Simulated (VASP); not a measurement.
# WS2 (P6_3/mmc) in VASP: further runs

The runs below take WS2 through single point, with r2SCAN.

Program: VASP 6.6.1. These are calculated values, not measurements. Logs are shortened: lines on timing, memory, paths and dates and some standing lists are left out, and cuts for length are marked.

### 1 The cell of the first run

Symmetry: P6_3/mmc, No. 194, hexagonal system. The conventional cell has a = 3.182 Å, b = 3.182 Å, c = 13.067 Å, α = 90.00°, β = 90.00°, γ = 120.00°. W (site symmetry -6m2) has 6 S at 2.41 Å and 6 W at 3.18 Å within 3.2 Å. S (site symmetry 3m) has 3 W at 2.41 Å and 7 S at 3.12 to 3.18 Å within 3.2 Å.

### 2 Single point, r2SCAN

Contents of POSCAR:

```
WS2
1.0
    3.1816189179      0.0000000000      0.0000000000
   -1.5908094589      2.7553628080      0.0000000000
    0.0000000000      0.0000000000     13.0673806245
W S
2 4
Direct
    0.3333333333      0.6666666667      0.2500000000
    0.6666666667      0.3333333333      0.7500000000
    0.3333333333      0.6666666667      0.6306574740
    0.6666666667      0.3333333333      0.1306574740
    0.3333333333      0.6666666667      0.8693425260
    0.6666666667      0.3333333333      0.3693425260
```

Contents of INCAR.step1:

```
SYSTEM = WS2
  ALGO = Normal
  EDIFF = 1E-4
  ENCUT = 520
  GGA = PE
  ISMEAR = 0
  LASPH = .True.
  LCHARG = .False.
  LREAL = .False.
  LWAVE = .True.
  NBANDS = 35
  NELM = 60
  PREC = Accurate
  SIGMA = 0.02
```

Contents of INCAR.step2:

```
SYSTEM = WS2
  ALGO = Normal
  EDIFF = 1E-6
  ENCUT = 520
  ISIF = 2
  ISMEAR = 0
  ISTART = 1
  LASPH = .True.
  LCHARG = .True.
  LELF = .True.
  LMIXTAU = .True.
  LREAL = .False.
  LVHAR = .True.
  LWAVE = .False.
  METAGGA = R2SCAN
  NBANDS = 35
  NELM = 60
  PREC = Accurate
  SIGMA = 0.02
```

Contents of KPOINTS:

```
k-points
0
Gamma
  12 12 2
  0 0 0
```

Potentials or basis: VASP PAW PBE potentials, release 64 (W_sv, S).

The run is started by

```bash
$ cat potpaw_PBE.64/W_sv/POTCAR potpaw_PBE.64/S/POTCAR > POTCAR
$ cp INCAR.step1 INCAR
$ mpirun -np 1 vasp_std > vasp.out
$ cp INCAR.step2 INCAR
$ mpirun -np 1 vasp_std > vasp.out
```

OUTCAR:

```text
SYSTEM = WS2
   EDIFF = 1E-6
   ENCUT = 520
   ISIF = 2
   ISMEAR = 0
   ISTART = 1
   LASPH = .True.
   LREAL = .False.
   METAGGA = R2SCAN
   NELM = 60
   PREC = Accurate

 ion  position               nearest neighbor table
   1  0.333  0.667  0.250-   4 2.41   6 2.41   4 2.41   6 2.41   4 2.41   6 2.41
   2  0.667  0.333  0.750-   3 2.41   5 2.41   3 2.41   5 2.41   3 2.41   5 2.41
   3  0.333  0.667  0.631-   2 2.41   2 2.41   2 2.41
   4  0.667  0.333  0.131-   1 2.41   1 2.41   1 2.41
   5  0.333  0.667  0.869-   2 2.41   2 2.41   2 2.41
   6  0.667  0.333  0.369-   1 2.41   1 2.41   1 2.41

  LATTYP: Found a hexagonal cell.
 ALAT       =     3.1816189179
 C/A-ratio  =     4.1071482669

  Lattice vectors:

 A1 = (   3.1816189179,   0.0000000000,   0.0000000000)
 A2 = (  -1.5908094589,   2.7553628080,   0.0000000000)
 A3 = (   0.0000000000,   0.0000000000,  13.0673806245)

Analysis of symmetry for initial positions (statically):
=====================================================================
 Subroutine PRICEL returns:
 Original cell was already a primitive cell.

 Routine SETGRP: Setting up the symmetry group for a
 hexagonal supercell.

 Subroutine GETGRP returns: Found 24 space group operations
 (whereof 12 operations were pure point group operations)
 out of a pool of 24 trial point group operations.

The static configuration has the point symmetry D_3d.
 The point group associated with its full space group is D_6h.

Analysis of symmetry for dynamics (positions and initial velocities):
=====================================================================
 Subroutine PRICEL returns:
 Original cell was already a primitive cell.

 Routine SETGRP: Setting up the symmetry group for a
 hexagonal supercell.

 Subroutine GETGRP returns: Found 24 space group operations
 (whereof 12 operations were pure point group operations)
 out of a pool of 24 trial point group operations.

The dynamic configuration has the point symmetry D_3d.
 The point group associated with its full space group is D_6h.

 Subroutine INISYM returns: Found 24 space group operations
 (whereof 12 operations are pure point group operations),
 and found     1 'primitive' translations

----------------------------------------------------------------------------------------

                                     Primitive cell

  volume of cell :     114.5554

  direct lattice vectors                    reciprocal lattice vectors
     3.181618918  0.000000000  0.000000000     0.314305398  0.181464306  0.000000000
    -1.590809459  2.755362808  0.000000000     0.000000000  0.362928612  0.000000000
     0.000000000  0.000000000 13.067380625     0.000000000  0.000000000  0.076526431

  length of vectors
     3.181618918  3.181618918 13.067380625     0.362928612  0.362928612  0.076526431

  position of ions in fractional coordinates (direct lattice)
     0.333333333  0.666666667  0.250000000
     0.666666667  0.333333333  0.750000000
     0.333333333  0.666666667  0.630657474
     0.666666667  0.333333333  0.130657474
     0.333333333  0.666666667  0.869342526
     0.666666667  0.333333333  0.369342526

  ion indices of the primitive-cell ions
   primitive index   ion index
                 1           1
                 2           2
                 3           3
                 4           4
                 5           5
                 6           6

----------------------------------------------------------------------------------------

 KPOINTS: k-points

Automatic generation of k-mesh.
 Grid dimensions read from file:
 generate k-points for:   12   12    2

 Generating k-lattice:

  Cartesian coordinates                     Fractional coordinates (reciprocal lattice)
     0.026192116  0.015122026  0.000000000     0.083333333  0.000000000  0.000000000
     0.000000000  0.030244051  0.000000000     0.000000000  0.083333333  0.000000000
     0.000000000  0.000000000  0.038263215     0.000000000  0.000000000  0.500000000

  Length of vectors
     0.030244051  0.030244051  0.038263215

  Shift w.r.t. Gamma in fractional coordinates (k-lattice)
     0.000000000  0.000000000  0.000000000

 Subroutine IBZKPT returns following result:
 ===========================================

 Found     38 irreducible k-points:

 Following reciprocal coordinates:
            Coordinates               Weight
  0.000000  0.000000  0.000000      1.000000
  0.083333 -0.000000  0.000000      6.000000
  0.166667  0.000000  0.000000      6.000000
  0.250000 -0.000000  0.000000      6.000000
  0.333333 -0.000000  0.000000      6.000000
  0.416667 -0.000000  0.000000      6.000000
[... 16 lines left out ...]
  0.250000 -0.000000  0.500000      6.000000
  0.333333 -0.000000  0.500000      6.000000
 [... further k-points ...]
   k-points           NKPTS =     38   k-points in BZ     NKDIM =     38   number of bands    NBANDS=     35
   number of dos      NEDOS =    301   number of ions     NIONS =      6
   total plane-waves  NPLWV =  56448
   dimension x,y,z NGX =    24 NGY =   24 NGZ =   98
   dimension x,y,z NGXF=    48 NGYF=   48 NGZF=  196
   ions per type =               2   4
   NGX,Y,Z   is equivalent  to a cutoff of  12.54, 12.54, 12.47 a.u.
   NGXF,Y,Z  is equivalent  to a cutoff of  25.08, 25.08, 24.94 a.u.
 SYSTEM =  WS2
   PREC   = accura    normal or accurate (medium, high low for compatibility)
   ISTART =      1    job   : 0-new  1-cont  2-samecut
   ICHARG =      0    charge: 1-file 2-atom 10-const
   ISPIN  =      1    spin polarized calculation?
   LNONCOLLINEAR =      F non collinear calculations
   LSORBIT =      F    spin-orbit coupling
   LASPH  =      T    aspherical Exc in radial PAW
   ENCUT  =  520.0 eV  38.22 Ry    6.18 a.u.   5.92  5.92 24.30*2*pi/ulx,y,z
   NELM   =     60;   NELMIN=  2; NELMDL=  0     # of ELM steps
   EDIFF  = 0.1E-05   stopping-criterion for ELM
   LREAL  =      F    real-space projection
   EDIFFG = 0.1E-04   stopping-criterion for IOM
   NSW    =      0    number of steps for IOM
   IBRION =     -1    ionic relax: 0-MD 1-quasi-New 2-CG
   NFREE  =      0    steps in history (QN), initial steepest desc. (CG)
   ISIF   =      2    stress and relaxation
   ISYM   =      2    0-nonsym 1-usesym 2-fastsym
   POTIM  = 0.5000    time-step for ionic-motion
   TEBEG  =    0.0;   TEEND  =   0.0 temperature during run
   PSTRESS=    0.0 pullay stress
   NELECT =      52.0000    total number of electrons
   NUPDOWN=      -1.0000    fix difference up-down
   EMIN   =  10.00;   EMAX   =-10.00  energy-range for DOS
   EFERMI =   0.00;   METHOD = LEGACY
   ISMEAR =     0;   SIGMA  =   0.02  broadening in eV -4-tet -1-fermi 0-gaus
   EFERMI_NEDOS =   21; number of points for ismear=-14 and -15
   IALGO  =     38    algorithm
   IMIX   =      4    mixing-type and parameters
     AMIX     =   0.40;   BMIX     =  1.00
     AMIX_MAG =   1.60;   BMIX_MAG =  1.00
  volume/ion in A,a.u.               =      19.09       128.84
  Fermi-wavevector in a.u.,A,eV,Ry     =   1.258165  2.377586 21.537724  1.582978
  Thomas-Fermi vector in A             =   2.391788
   LORBIT       =      0    0 simple, 1 ext, 2 COOP (PROOUT), +10 PAW based schemes
   METAGGA = R2SCAN    functional components
   LHFCALC =     F    Hartree Fock is set to
   AEXX    =    0.0000 exact exchange contribution
   IVDW    =     0    specifies the selected vdW correction
   LEPSILON=     F    determine dielectric tensor
   LRPA    =     F    only Hartree local field effects (RPA)
 non-spin polarized calculation
 Gauss-broadening in eV      SIGMA  =   0.02
  energy-cutoff  :      520.00
  volume of cell :      114.56
 maximum number of plane-waves:      3117
 NGX is ok and might be reduce to    24
   NGX = 11   NGY = 11   NGZ = 49

 number of electron      52.0000000 magnetization

 Free energy of the ion-electron system (eV)
  ---------------------------------------------------
  ext. energy  EPLUGINS =         0.00000000
  ---------------------------------------------------
  free energy    TOTEN  =      -140.16634203 eV

  energy without entropy =     -140.16634203  energy(sigma->0) =     -140.16634203

 E-fermi :   6.4438     XC(G=0): -11.1306

 val. band max:        6.3042157064   @ k =   0.0000   0.0000   0.0000
 cond. band min:       7.6844424299   @ k =   0.1667   0.1667   0.0000
 fundamental gap:      1.3802267235
 Fermi energy:         6.4438073102

 k-point     1 :       0.0000    0.0000    0.0000
  band No.  band energies     occupation
      1     -70.1818      2.00000
      2     -70.1818      2.00000
      3     -33.7697      2.00000
      4     -33.7697      2.00000
      5     -33.6157      2.00000
      6     -33.6157      2.00000
[... 27 lines left out ...]
     34       9.0548      0.00000
     35      11.5361      0.00000

 k-point     2 :       0.0833   -0.0000    0.0000
  band No.  band energies     occupation
      1     -70.1805      2.00000
      2     -70.1805      2.00000
      3     -33.7652      2.00000
      4     -33.7652      2.00000
      5     -33.6402      2.00000
      6     -33.6402      2.00000
[... 27 lines left out ...]
     34       9.0913      0.00000
     35      12.0683      0.00000

 k-point     3 :       0.1667    0.0000    0.0000
  band No.  band energies     occupation
      1     -70.1770      2.00000
      2     -70.1770      2.00000
      3     -33.7529      2.00000
      4     -33.7528      2.00000
      5     -33.7067      2.00000
      6     -33.7067      2.00000
[... 27 lines left out ...]
     34       9.6223      0.00000
     35      13.1197      0.00000
[... 723 lines left out ...]
 k-point    23 :       0.2500   -0.0000    0.5000
  band No.  band energies     occupation
      1     -70.1722      2.00000
      2     -70.1722      2.00000
      3     -33.7963      2.00000
      4     -33.7963      2.00000
      5     -33.7360      2.00000
      6     -33.7360      2.00000
[... 27 lines left out ...]
     34      10.1237      0.00000
     35      13.5883      0.00000

 k-point    24 :       0.3333   -0.0000    0.5000
  band No.  band energies     occupation
      1     -70.1674      2.00000
      2     -70.1674      2.00000
      3     -33.8847      2.00000
      4     -33.8847      2.00000
      5     -33.7190      2.00000
      6     -33.7190      2.00000
[... 27 lines left out ...]
     34      10.5093      0.00000
     35      12.9040      0.00000

 [... further k-points ...]
[... 5 lines left out ...]
  --------------------------------------------------------------------------------------
  -------------------------------------------------------------------------------------
  Total        0.1451239      0.1451239      0.0865277      0.0000000     -0.0000000      0.0000000
  in kB        2.0297107      2.0297107      1.2101802      0.0000000     -0.0000000      0.0000000
  external PRESSURE =       1.7565338 kB  Pullay stress =       0.0000000 kB

 VOLUME and BASIS-vectors are now :
 -----------------------------------------------------------------------------
  energy-cutoff  :      520.00
  volume of cell :      114.56
      direct lattice vectors                 reciprocal lattice vectors
     3.181618918  0.000000000  0.000000000     0.314305398  0.181464306  0.000000000
    -1.590809459  2.755362808  0.000000000     0.000000000  0.362928612  0.000000000
     0.000000000  0.000000000 13.067380625     0.000000000  0.000000000  0.076526431

 POSITION                                       TOTAL-FORCE (eV/Angst)
 -----------------------------------------------------------------------------------
     -0.00000      1.83691      3.26685        -0.000000      0.000000      0.000000
      1.59081      0.91845      9.80054         0.000000     -0.000000      0.000000
     -0.00000      1.83691      8.24104        -0.000000      0.000000     -0.021150
      1.59081      0.91845      1.70735         0.000000     -0.000000     -0.021150
     -0.00000      1.83691     11.36003        -0.000000      0.000000      0.021150
      1.59081      0.91845      4.82634         0.000000     -0.000000      0.021150
 -----------------------------------------------------------------------------------
    total drift:                               -0.000000      0.000000     -0.000000

  FREE ENERGIE OF THE ION-ELECTRON SYSTEM (eV)
  ---------------------------------------------------
  free  energy   TOTEN  =      -140.1663420323 eV

  energy  without entropy=     -140.1663420323  energy(sigma->0) =     -140.16634203
```

Wall time 5.9 min (1 thread of Intel Xeon 6975P-C, shared host); peak memory 0.31 GiB.

What came out:

```
Free energy            : -140.1663 eV
Pressure               : 0.2 GPa
Largest force          : 0.021 eV/Å
Band gap on the k mesh : 1.38 eV, indirect (least direct gap 1.88 eV)
```

Forces on the atoms (eV/Å):
```
W    0.000  0.000  0.000
W    0.000  0.000  0.000
S    0.000  0.000 -0.021
S    0.000  0.000 -0.021
S    0.000  0.000  0.021
S    0.000  0.000  0.021
```

Stress tensor (GPa, compression positive):
```
0.20 0.00 0.00
0.00 0.20 0.00
0.00 0.00 0.12
```

Caveat: the PAW data sets were made with another functional, which shifts forces and pressure a little; spin-orbit coupling is left out, which moves the levels of the heavy elements. A k mesh can miss the band edges.

(Part 1 of 2 ends here.)
